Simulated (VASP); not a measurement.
# Ba (P4/mmm) in VASP: a series of runs, part 2 of 3

VASP 6.6.1. Earlier steps stand in the parts before.

### Step 3. Single point, r2SCAN (strain -0.080 along x and y, +0.080 along z)

The input, POSCAR:

```
Ba
1.0
    3.6043001373      0.0000000000      0.0000000000
    0.0000000000      3.6043001373      0.0000000000
    0.0000000000      0.0000000000      4.2311349437
Ba
1
Direct
    0.0000000000      0.0000000000      0.0000000000
```

The input, INCAR.step1:

```
SYSTEM = Ba
PREC = Accurate
ENCUT = 520
ISMEAR = 0
SIGMA = 0.15
LREAL = .FALSE.
LASPH = .TRUE.
NELM = 100
NBANDS = 11
GGA = PE
ALGO = Normal
EDIFF = 1E-4
LWAVE = .TRUE.
LCHARG = .FALSE.
```

The input, INCAR.step2:

```
SYSTEM = Ba
PREC = Accurate
ENCUT = 520
EDIFF = 1E-7
ISMEAR = 0
SIGMA = 0.15
LREAL = .FALSE.
LASPH = .TRUE.
NELM = 100
ALGO = Normal
ISIF = 2
LWAVE = .FALSE.
LCHARG = .FALSE.
METAGGA = R2SCAN
LMIXTAU = .TRUE.
NBANDS = 11
ISTART = 1
```

The input, KPOINTS:

```
Automatic mesh
0
G
  12 12 12
  0 0 0
```

Potentials or basis: VASP PAW PBE potentials, release 64 (Ba_sv).

Command:

```sh
cat potpaw_PBE.64/Ba_sv/POTCAR > POTCAR
cp INCAR.step1 INCAR
mpirun -np 1 vasp_std > vasp.out
cp INCAR.step2 INCAR
mpirun -np 1 vasp_std > vasp.out
```

OUTCAR:

```text
SYSTEM = Ba
   PREC = Accurate
   ENCUT = 520
   EDIFF = 1E-7
   ISMEAR = 0
   LREAL = .FALSE.
   LASPH = .TRUE.
   NELM = 100
   ISIF = 2
   METAGGA = R2SCAN
   ISTART = 1

 ion  position               nearest neighbor table
   1  0.000  0.000  0.000-

  LATTYP: Found a simple tetragonal cell.
 ALAT       =     3.6043001373
 C/A-ratio  =     1.1739130435

  Lattice vectors:

 A1 = (   3.6043001373,   0.0000000000,   0.0000000000)
 A2 = (   0.0000000000,   3.6043001373,   0.0000000000)
 A3 = (   0.0000000000,   0.0000000000,   4.2311349437)

Analysis of symmetry for initial positions (statically):
=====================================================================
 Subroutine PRICEL returns:
 Original cell was already a primitive cell.

 Routine SETGRP: Setting up the symmetry group for a
 simple tetragonal supercell.

 Subroutine GETGRP returns: Found 16 space group operations
 (whereof 16 operations were pure point group operations)
 out of a pool of 16 trial point group operations.

The static configuration has the point symmetry D_4h.

Analysis of symmetry for dynamics (positions and initial velocities):
=====================================================================
 Subroutine PRICEL returns:
 Original cell was already a primitive cell.

 Routine SETGRP: Setting up the symmetry group for a
 simple tetragonal supercell.

 Subroutine GETGRP returns: Found 16 space group operations
 (whereof 16 operations were pure point group operations)
 out of a pool of 16 trial point group operations.

The dynamic configuration has the point symmetry D_4h.

 Subroutine INISYM returns: Found 16 space group operations
 (whereof 16 operations are pure point group operations),
 and found     1 'primitive' translations

----------------------------------------------------------------------------------------

                                     Primitive cell

  volume of cell :      54.9666

  direct lattice vectors                    reciprocal lattice vectors
     3.604300137  0.000000000  0.000000000     0.277446373  0.000000000  0.000000000
     0.000000000  3.604300137  0.000000000     0.000000000  0.277446373  0.000000000
     0.000000000  0.000000000  4.231134944     0.000000000  0.000000000  0.236343207

  length of vectors
     3.604300137  3.604300137  4.231134944     0.277446373  0.277446373  0.236343207

  position of ions in fractional coordinates (direct lattice)
     0.000000000  0.000000000  0.000000000

  ion indices of the primitive-cell ions
   primitive index   ion index
                 1           1

----------------------------------------------------------------------------------------

 KPOINTS: Automatic mesh

Automatic generation of k-mesh.
 Grid dimensions read from file:
 generate k-points for:   12   12   12

 Generating k-lattice:

  Cartesian coordinates                     Fractional coordinates (reciprocal lattice)
     0.023120531  0.000000000  0.000000000     0.083333333  0.000000000  0.000000000
     0.000000000  0.023120531  0.000000000     0.000000000  0.083333333  0.000000000
     0.000000000  0.000000000  0.019695267     0.000000000  0.000000000  0.083333333

  Length of vectors
     0.023120531  0.023120531  0.019695267

  Shift w.r.t. Gamma in fractional coordinates (k-lattice)
     0.000000000  0.000000000  0.000000000

 Subroutine IBZKPT returns following result:
 ===========================================

 Found    196 irreducible k-points:

 Following reciprocal coordinates:
            Coordinates               Weight
  0.000000  0.000000  0.000000      1.000000
  0.083333  0.000000  0.000000      4.000000
  0.166667  0.000000  0.000000      4.000000
  0.250000  0.000000  0.000000      4.000000
  0.333333  0.000000  0.000000      4.000000
  0.416667  0.000000  0.000000      4.000000
[... 16 lines left out ...]
  0.333333  0.333333  0.000000      4.000000
  0.416667  0.333333  0.000000      8.000000
 [... further k-points ...]
   k-points           NKPTS =    196   k-points in BZ     NKDIM =    196   number of bands    NBANDS=     11
   number of dos      NEDOS =    301   number of ions     NIONS =      1
   total plane-waves  NPLWV =  25088
   dimension x,y,z NGX =    28 NGY =   28 NGZ =   32
   dimension x,y,z NGXF=    56 NGYF=   56 NGZF=   64
   ions per type =               1
   NGX,Y,Z   is equivalent  to a cutoff of  12.91, 12.91, 12.57 a.u.
   NGXF,Y,Z  is equivalent  to a cutoff of  25.83, 25.83, 25.15 a.u.
 SYSTEM =  Ba
   PREC   = accura    normal or accurate (medium, high low for compatibility)
   ISTART =      1    job   : 0-new  1-cont  2-samecut
   ICHARG =      0    charge: 1-file 2-atom 10-const
   ISPIN  =      1    spin polarized calculation?
   LNONCOLLINEAR =      F non collinear calculations
   LSORBIT =      F    spin-orbit coupling
   LASPH  =      T    aspherical Exc in radial PAW
   ENCUT  =  520.0 eV  38.22 Ry    6.18 a.u.   6.70  6.70  7.87*2*pi/ulx,y,z
   NELM   =    100;   NELMIN=  2; NELMDL=  0     # of ELM steps
   EDIFF  = 0.1E-06   stopping-criterion for ELM
   LREAL  =      F    real-space projection
   EDIFFG = 0.1E-05   stopping-criterion for IOM
   NSW    =      0    number of steps for IOM
   IBRION =     -1    ionic relax: 0-MD 1-quasi-New 2-CG
   NFREE  =      0    steps in history (QN), initial steepest desc. (CG)
   ISIF   =      2    stress and relaxation
   ISYM   =      2    0-nonsym 1-usesym 2-fastsym
   POTIM  = 0.5000    time-step for ionic-motion
   TEBEG  =    0.0;   TEEND  =   0.0 temperature during run
   PSTRESS=    0.0 pullay stress
   NELECT =      10.0000    total number of electrons
   NUPDOWN=      -1.0000    fix difference up-down
   EMIN   =  10.00;   EMAX   =-10.00  energy-range for DOS
   EFERMI =   0.00;   METHOD = LEGACY
   ISMEAR =     0;   SIGMA  =   0.15  broadening in eV -4-tet -1-fermi 0-gaus
   EFERMI_NEDOS =   21; number of points for ismear=-14 and -15
   IALGO  =     38    algorithm
   IMIX   =      4    mixing-type and parameters
     AMIX     =   0.40;   BMIX     =  1.00
     AMIX_MAG =   1.60;   BMIX_MAG =  1.00
  volume/ion in A,a.u.               =      54.97       370.93
  Fermi-wavevector in a.u.,A,eV,Ry     =   0.927631  1.752968 11.707803  0.860499
  Thomas-Fermi vector in A             =   2.053721
   LORBIT       =      0    0 simple, 1 ext, 2 COOP (PROOUT), +10 PAW based schemes
   METAGGA = R2SCAN    functional components
   LHFCALC =     F    Hartree Fock is set to
   AEXX    =    0.0000 exact exchange contribution
   IVDW    =     0    specifies the selected vdW correction
   LEPSILON=     F    determine dielectric tensor
   LRPA    =     F    only Hartree local field effects (RPA)
 non-spin polarized calculation
 Gauss-broadening in eV      SIGMA  =   0.15
  energy-cutoff  :      520.00
  volume of cell :       54.97
 maximum number of plane-waves:      1500
 NGX is ok and might be reduce to    28
   NGX = 13   NGY = 13   NGZ = 15

 number of electron      10.0000000 magnetization

 Free energy of the ion-electron system (eV)
  ---------------------------------------------------
  ext. energy  EPLUGINS =         0.00000000
  ---------------------------------------------------
  free energy    TOTEN  =       -26.05851326 eV

  energy without entropy =      -26.05185723  energy(sigma->0) =      -26.05518524

 E-fermi :   2.1568     XC(G=0):  -8.2732

 val. band max:        2.1404283411   @ k =   0.0000   0.0000   0.0000
 cond. band min:       2.1622361545   @ k =   0.5000   0.0000   0.0833
 fundamental gap:      0.0218078135
 Fermi energy:         2.1567613834

 k-point     1 :       0.0000    0.0000    0.0000
  band No.  band energies     occupation
      1     -28.0796      2.00000
      2     -12.6024      2.00000
      3     -12.1540      2.00000
      4     -12.1540      2.00000
      5      -0.4931      2.00000
      6       2.1404      1.12238
      7       2.1723      0.88334
      8       7.5995      0.00000
      9       7.5995      0.00000
     10       8.6064      0.00000
     11       9.2632      0.00000
[... 309 lines left out ...]
 k-point    24 :       0.4167    0.3333    0.0000
  band No.  band energies     occupation
      1     -27.8019      2.00000
      2     -13.3479      2.00000
      3     -13.0726      2.00000
      4     -12.3196      2.00000
      5       1.1294      2.00000
      6       3.3707      0.00000
      7       4.6453      0.00000
      8       5.3090      0.00000
      9       6.0760      0.00000
     10       6.3317      0.00000
     11       9.6914      0.00000

 [... further k-points ...]

------------------------ aborting loop because EDIFF is reached ----------------------------------------

  FORCE on cell =-STRESS in cart. coord.  units (eV):
  Direction    XX          YY          ZZ          XY          YZ          ZX
  --------------------------------------------------------------------------------------
  -------------------------------------------------------------------------------------
  Total        1.1207657      1.1207657     -0.9002725      0.0000000      0.0000000      0.0000000
  in kB       32.6683085     32.6683085    -26.2413282      0.0000000      0.0000000      0.0000000
  external PRESSURE =      13.0317630 kB  Pullay stress =       0.0000000 kB

 VOLUME and BASIS-vectors are now :
 -----------------------------------------------------------------------------
  energy-cutoff  :      520.00
  volume of cell :       54.97
      direct lattice vectors                 reciprocal lattice vectors
     3.604300137  0.000000000  0.000000000     0.277446373  0.000000000  0.000000000
     0.000000000  3.604300137  0.000000000     0.000000000  0.277446373  0.000000000
     0.000000000  0.000000000  4.231134944     0.000000000  0.000000000  0.236343207

 POSITION                                       TOTAL-FORCE (eV/Angst)
 -----------------------------------------------------------------------------------
      0.00000      0.00000      0.00000         0.000000      0.000000      0.000000
 -----------------------------------------------------------------------------------
    total drift:                               -0.000000      0.000000      0.000000

  FREE ENERGIE OF THE ION-ELECTRON SYSTEM (eV)
  ---------------------------------------------------
  free  energy   TOTEN  =       -26.0585132574 eV

  energy  without entropy=      -26.0518572280  energy(sigma->0) =      -26.05518524
```

OUTCAR.step1:

```text
SYSTEM = Ba
   PREC = Accurate
   ENCUT = 520
   ISMEAR = 0
   LREAL = .FALSE.
   LASPH = .TRUE.
   NELM = 100
[... 554 lines left out ...]
 -----------------------------------------------------------------------------------
      0.00000      0.00000      0.00000         0.000000      0.000000      0.000000
 -----------------------------------------------------------------------------------
    total drift:                               -0.000000      0.000000      0.000000

  FREE ENERGIE OF THE ION-ELECTRON SYSTEM (eV)
  ---------------------------------------------------
  free  energy   TOTEN  =        -1.4679969884 eV

  energy  without entropy=       -1.4583426857  energy(sigma->0) =       -1.46316984
```

Wall time 6.2 min (1 thread of Intel Xeon 8259CL, shared host); peak memory 0.26 GiB.

Results:

| Item | Value |
| --- | --- |
| Free energy | -26.0585 eV |
| Pressure | 1.3 GPa |
| Band gap on the k mesh | zero (bands 5 and 6 overlap by 0.54 eV) |

Caveat: the cell differs from its parent crystal (strain -0.080 along x and y, +0.080 along z); the PAW data sets were made with another functional, which shifts forces and pressure a little; spin-orbit coupling is left out, which moves the levels of the heavy elements.

### Step 4. Single point, r2SCAN (strain +0.000 along x and y, -0.080 along z)

The input, POSCAR:

```
Ba
1.0
    3.9177175405      0.0000000000      0.0000000000
    0.0000000000      3.9177175405      0.0000000000
    0.0000000000      0.0000000000      3.6043001373
Ba
1
Direct
    0.0000000000      0.0000000000      0.0000000000
```

The input, INCAR.step1:

```
PREC = Accurate
ENCUT = 520
ISMEAR = 0
SIGMA = 0.15
LREAL = False
LASPH = True
NELM = 60
NBANDS = 11
GGA = PE
ALGO = Normal
EDIFF = 1E-4
LWAVE = True
LCHARG = False
```

The input, INCAR.step2:

```
PREC = Accurate
ENCUT = 520
EDIFF = 1E-6
ISMEAR = 0
SIGMA = 0.15
LREAL = False
LASPH = True
NELM = 60
ALGO = Normal
ISIF = 2
LWAVE = False
LCHARG = False
METAGGA = R2SCAN
LMIXTAU = True
NBANDS = 11
ISTART = 1
```

The input, KPOINTS:

```
Automatic mesh
0
Gamma
  12 12 12
```

Command:

```sh
cat potpaw_PBE.64/Ba_sv/POTCAR > POTCAR
cp INCAR.step1 INCAR
mpirun -np 1 vasp_std > vasp.out
cp INCAR.step2 INCAR
mpirun -np 1 vasp_std > vasp.out
```

Run time: 6.8 min. Hardware: 1 thread of Intel Xeon 8259CL, shared host; peak memory 0.25 GiB.

It converged, with:

| Item | Value |
| --- | --- |
| Free energy | -26.1376 eV |
| Pressure | 1.0 GPa |
| Band gap on the k mesh | zero (bands 5 and 6 overlap by 0.58 eV) |

Stress tensor (GPa, compression positive):
```
-0.20  0.00  0.00
 0.00 -0.20  0.00
 0.00  0.00  3.30
```

Levels at points of the mesh, in eV from the Fermi level:
| k point | band 2 | band 3 | band 4 | band 5 | band 6 | band 7 | band 8 | band 9 |
| --- | --- | --- | --- | --- | --- | --- | --- | --- |
| (0.00, 0.00, 0.00) | -14.58 | -14.58 | -14.29 | -2.69 | 0.07 | 0.08 | 5.21 | 5.88 |
| (0.50, 0.00, 0.00) | -15.37 | -14.51 | -14.22 | -0.58 | 0.64 | 0.81 | 2.79 | 3.74 |
| (0.50, 0.50, 0.00) | -15.24 | -15.24 | -14.16 | -1.25 | 0.75 | 3.77 | 3.77 | 4.21 |
| (0.00, 0.00, 0.50) | -15.74 | -14.42 | -14.42 | -0.14 | 1.09 | 1.21 | 2.42 | 2.42 |
| (0.50, 0.00, 0.50) | -15.62 | -15.13 | -14.35 | -1.41 | 1.30 | 2.94 | 3.67 | 4.16 |
| (0.50, 0.50, 0.50) | -15.50 | -15.02 | -15.02 | -0.42 | -0.42 | 0.30 | 4.12 | 7.08 |

Caveat: the cell differs from its parent crystal (strain +0.000 along x and y, -0.080 along z); the PAW data sets were made with another functional, which shifts forces and pressure a little; spin-orbit coupling is left out, which moves the levels of the heavy elements.

### Step 5. Single point, r2SCAN (strain +0.080 along x and y, -0.080 along z)

The input, POSCAR:

```
Ba
1.0
    4.2311349437      0.0000000000      0.0000000000
    0.0000000000      4.2311349437      0.0000000000
    0.0000000000      0.0000000000      3.6043001373
Ba
1
Direct
    0.0000000000      0.0000000000      0.0000000000
```

The input, INCAR.step1:

```
SYSTEM = Ba
PREC = Accurate ; ENCUT = 520
ISMEAR = 0 ; SIGMA = 0.15
LREAL = .FALSE. ; LASPH = .TRUE.
NELM = 60 ; NBANDS = 11
GGA = PE ; ALGO = Normal
EDIFF = 1E-4 ; LWAVE = .TRUE.
LCHARG = .FALSE.
```

The input, INCAR.step2:

```
SYSTEM = Ba
PREC = Accurate ; ENCUT = 520
EDIFF = 1E-6 ; ISMEAR = 0
SIGMA = 0.15 ; LREAL = .FALSE.
LASPH = .TRUE. ; NELM = 60
ALGO = Normal ; ISIF = 2
LWAVE = .FALSE. ; LCHARG = .TRUE.
METAGGA = R2SCAN ; LMIXTAU = .TRUE.
LELF = .TRUE. ; LVHAR = .TRUE.
NBANDS = 11 ; ISTART = 1
```

The input, KPOINTS:

```
Automatic mesh
0
G
  12 12 12
  0 0 0
```

Command:

```sh
cat potpaw_PBE.64/Ba_sv/POTCAR > POTCAR
cp INCAR.step1 INCAR
mpirun -np 1 vasp_std > vasp.out
cp INCAR.step2 INCAR
mpirun -np 1 vasp_std > vasp.out
```

It took 5.6 min on 1 thread of Intel Xeon 8259CL, shared host; peak memory 0.28 GiB.

The run converged. Its results:

```
Free energy            : -26.0644 eV
Pressure               : -0.2 GPa
Band gap on the k mesh : zero (bands 5 and 6 overlap by 0.68 eV)
```

Stress tensor (GPa, compression positive):
```
-2.08  0.00  0.00
 0.00 -2.08  0.00
 0.00  0.00  3.57
```

Levels at points of the mesh, in eV from the Fermi level:
```
           k point  band 3  band 4  band 5  band 6  band 7  band 8
(0.00, 0.00, 0.00)  -14.85  -14.42   -2.58    0.16    0.22    4.31
(0.50, 0.00, 0.00)  -14.81  -14.39   -0.76    0.45    0.57    2.45
(0.50, 0.50, 0.00)  -15.20  -14.36   -0.81    0.36    2.88    2.88
(0.00, 0.00, 0.50)  -14.68  -14.68    0.12    1.19    1.41    1.82
(0.50, 0.00, 0.50)  -15.03  -14.65   -1.08    1.40    2.18    3.44
(0.50, 0.50, 0.50)  -14.98  -14.98   -0.36   -0.36    0.88    4.16
```

Caveat: the cell differs from its parent crystal (strain +0.080 along x and y, -0.080 along z); the PAW data sets were made with another functional, which shifts forces and pressure a little; spin-orbit coupling is left out, which moves the levels of the heavy elements.

(Continued in part 3 of 3.)
